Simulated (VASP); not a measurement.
Runs of VASP 6.6.1 on Fe. The structure is that of space group P6_3/mmc (No. 194), or close to it. The cells are those of the table. This isn't the form of Fe at room conditions, which is bcc.

```tsv
cell	gap on the mesh (eV)	pressure (GPa)
a = 2.401, b = 2.401, c = 3.790 Å, angles 90.0, 90.0, 120.0°, 2 atoms	none	12.5
a = 2.434, b = 2.434, c = 3.957 Å, angles 90.0, 90.0, 120.0°, 2 atoms	none	-10.3
a = 2.434, b = 2.434, c = 3.765 Å, angles 90.0, 90.0, 120.0°, 2 atoms	none	5.4
a = 2.434, b = 2.434, c = 3.880 Å, angles 90.0, 90.0, 120.0°, 2 atoms	none	(b)
a = 2.458, b = 2.458, c = 3.842 Å, angles 90.0, 90.0, 120.0°, 2 atoms	none	(a)
```

Alike in all rows: task single point; level PBEsol; potentials or basis VASP PAW PBE potentials, release 64 (Fe); no spin polarisation; k mesh 17 × 17 × 10; cutoff (eV) 520; smearing fermi-dirac 0.08 eV.

Q: Estimate the missing entries.

A: (a) -7.5; (b) -4.7.

Caveats: the PAW data sets were made with another functional, which shifts forces and pressure a little; the run has no spin polarisation, though such a crystal can be magnetic; the cell stands under tension (at least some runs); the cell stands under pressure (at least some runs).

A gap of «none» marks levels without a gap at the run's occupations.
